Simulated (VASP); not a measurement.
Crystal: SnO2.

```
Sn O
1.0
     0.00000    2.55687    2.55687
     2.55687    0.00000    2.55687
     2.55687    2.55687    0.00000
Sn O
1 2
Direct
  0.00000 0.00000 0.00000
  0.75000 0.75000 0.75000
  0.25000 0.25000 0.25000
```

This cell differs from its parent crystal: volume scaled by 0.98.

Base run:

* Program: VASP 6.6.1
* Functional: PBE
* Potentials or basis: VASP PAW PBE potentials, release 64 (Sn_d, O)
* Cutoff: 520 eV
* k mesh: 9 × 9 × 9
* Occupations: fermi-dirac, width 0.05 eV
* Spin: no spin polarisation

Its results: pressure 4.1 GPa.

Q: The run is repeated on the same cell with these changes: functional from PBE to PBEsol. What comes out?

A: Pressure -2.8 GPa.

PBEsol binds more tightly than PBE, so the same cell stands under less pressure.

Caveats: the PAW data sets were made with another functional, which shifts forces and pressure a little (some runs).
